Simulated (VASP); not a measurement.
Wanted: the native input for a VASP 6.6.1 run.

```yaml
Task: single point
Functional: r2SCAN
Potentials_or_basis: VASP PAW PBE potentials, release 64 (Ti_sv)
Cutoff: 520 eV
k_mesh: 18 × 18 × 12
Occupations: gaussian, width 0.1 eV
Spin: no spin polarisation
Dipole_correction: no
Further_INCAR_settings: ALGO = Normal; EDIFF = 1e-07; NBANDS = 19
```

Crystal: Ti.

```
Ti
1.0
     2.01405    2.01405    0.00000
    -2.01405    2.01405    0.00000
     0.00000    0.00000    4.23592
Ti
2
Direct
  0.00000 0.00000 0.00000
  0.50000 0.50000 0.50000
```

This cell differs from its parent crystal: biaxial strain in the a-b plane: -2.0 %, then relaxed in part.

These files were run (other wordings do the same):

POSCAR

```
Ti
1.0
    2.0140485831      2.0140485831      0.0000000000
   -2.0140485831      2.0140485831      0.0000000000
    0.0000000000      0.0000000000      4.2359242934
Ti
2
Direct
    0.0000000000      0.0000000000      0.0000000000
    0.5000000000      0.5000000000      0.5000000000
```

INCAR.step1

```
PREC     = Accurate       # precision mode
ENCUT    = 520            # plane-wave cutoff, eV
ISMEAR   = 0              # smearing method
SIGMA    = 0.1            # smearing width, eV
LREAL    = F              # projectors in reciprocal space
LASPH    = T              # aspherical terms in the spheres
NELM     = 60             # most SCF steps
NBANDS   = 19             # bands
GGA      = PE             # functional
ALGO     = Normal         # electronic algorithm
EDIFF    = 1E-4           # SCF threshold, eV
LWAVE    = T              # write WAVECAR
LCHARG   = F              # write CHGCAR
```

INCAR.step2

```
PREC     = Accurate       # precision mode
ENCUT    = 520            # plane-wave cutoff, eV
EDIFF    = 1E-7           # SCF threshold, eV
ISMEAR   = 0              # smearing method
SIGMA    = 0.1            # smearing width, eV
LREAL    = F              # projectors in reciprocal space
LASPH    = T              # aspherical terms in the spheres
NELM     = 60             # most SCF steps
ALGO     = Normal         # electronic algorithm
ISIF     = 2              # what is computed and relaxed
LWAVE    = F              # write WAVECAR
LCHARG   = F              # write CHGCAR
METAGGA  = R2SCAN         # meta-GGA
LMIXTAU  = T            
NBANDS   = 19             # bands
ISTART   = 1
```

KPOINTS

```
regular mesh
0
Gamma
  18 18 12
```

Potentials or basis: VASP PAW PBE potentials, release 64 (Ti_sv).

Run with:

```sh
$ cat potpaw_PBE.64/Ti_sv/POTCAR > POTCAR
$ cp INCAR.step1 INCAR
$ mpirun -np 1 vasp_std > vasp.out
$ cp INCAR.step2 INCAR
$ mpirun -np 1 vasp_std > vasp.out
```

It gave:

```
Pressure               : 1.5 GPa
Band gap on the k mesh : zero (bands 12 and 13 overlap by 1.41 eV)
```

Caveat: the cell differs from its parent crystal (biaxial strain in the a-b plane: -2.0 %, then relaxed in part); the PAW data sets were made with another functional, which shifts forces and pressure a little.

Wall time 17 min on 1 thread of Intel Xeon 8259CL (shared host), peak memory 0.32 GiB.
